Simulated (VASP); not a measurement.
# K2Li2C: single point with PBE

The system is K2Li2C.

```
CELL_PARAMETERS angstrom
4.11052 0.00000 0.00000
0.00000 4.11052 0.00000
0.00000 0.00000 9.55989
ATOMIC_POSITIONS crystal
K 0.50000 0.50000 0.73989
K 0.50000 0.50000 0.26011
Li 0.00000 0.50000 0.00000
Li 0.50000 0.00000 0.00000
C 0.00000 0.00000 0.00000
```

The cell was generated, and may not be a known phase.

```yaml
Program: VASP 6.6.1
Task: single point
Functional: PBE
Potentials_or_basis: VASP PAW PBE potentials, release 64 (K_sv, Li_sv, C)
Cutoff: 520 eV
k_mesh: 4 × 4 × 2
Occupations: gaussian, width 0.1 eV
Spin: collinear spin
Starting_moments: "[0.0, 0.0, 0.0, 0.0, 1.0] μB"
Dipole_correction: no
Further_INCAR_settings: ALGO = Normal; EDIFF = 1e-07; NBANDS = 26
```

```yaml
Largest_force: 0.057 eV/Å
Net_moment: -0.85 μB per cell
Site_moments: K -0.00; Li -0.01; C -0.29 μB
Valence_electrons_inside_the_program's_atomic_spheres: K 7.55; Li 2.13; C 2.17
```

Forces on the atoms (eV/Å):
```
K    0.000  0.000 -0.057
K    0.000  0.000  0.057
Li   0.000  0.000  0.000
Li   0.000  0.000  0.000
C    0.000  0.000  0.000
```

Levels at points of the mesh, in eV from the Fermi level:
Spin up:
| k point | band 10 | band 11 | band 12 | band 13 | band 14 | band 15 | band 16 | band 17 |
| --- | --- | --- | --- | --- | --- | --- | --- | --- |
| (0.00, 0.00, 0.00) | -15.27 | -7.47 | -1.34 | -1.17 | -0.24 | -0.24 | 1.89 | 2.13 |
| (0.50, 0.00, 0.00) | -15.26 | -7.46 | -1.41 | -0.05 | 0.15 | 1.02 | 1.31 | 1.72 |
| (0.50, 0.50, 0.00) | -15.29 | -7.52 | -0.19 | -0.19 | 0.54 | 0.83 | 2.18 | 2.83 |
| (0.00, 0.00, 0.50) | -15.27 | -7.47 | -1.77 | -0.24 | -0.24 | 0.14 | 0.17 | 2.52 |
| (0.50, 0.00, 0.50) | -15.26 | -7.46 | -1.37 | -0.09 | 0.15 | 0.79 | 1.20 | 2.69 |
| (0.50, 0.50, 0.50) | -15.30 | -7.52 | -0.19 | -0.19 | 0.48 | 0.92 | 2.82 | 2.84 |
Spin down:
```csv
k point,band 10,band 11,band 12,band 13,band 14,band 15,band 16,band 17,band 18,band 19
"(0.00, 0.00, 0.00)",-15.27,-8.16,-1.74,-1.40,-0.68,-0.68,1.75,1.77,2.84,3.45
"(0.50, 0.00, 0.00)",-15.26,-8.18,-1.61,-0.73,-0.34,0.73,1.06,1.75,3.27,3.36
"(0.50, 0.50, 0.00)",-15.29,-8.25,-0.58,-0.58,-0.24,0.97,1.98,2.60,2.60,3.36
"(0.00, 0.00, 0.50)",-15.27,-8.16,-2.09,-0.68,-0.68,-0.42,0.13,2.60,3.33,3.38
"(0.50, 0.00, 0.50)",-15.26,-8.18,-1.57,-0.75,-0.34,0.64,0.85,2.61,2.86,3.03
"(0.50, 0.50, 0.50)",-15.30,-8.25,-0.57,-0.57,-0.27,1.07,2.58,2.60,2.60,2.73
```

Wall time 2.2 min on 1 thread of Intel(R) Xeon(R) Platinum 8488C (Sapphire Rapids), on a shared host, peak memory 0.34 GiB.

Caveat: the k points lie up to 0.38 Å⁻¹ apart; a moment this small can come from the mesh or the smearing.
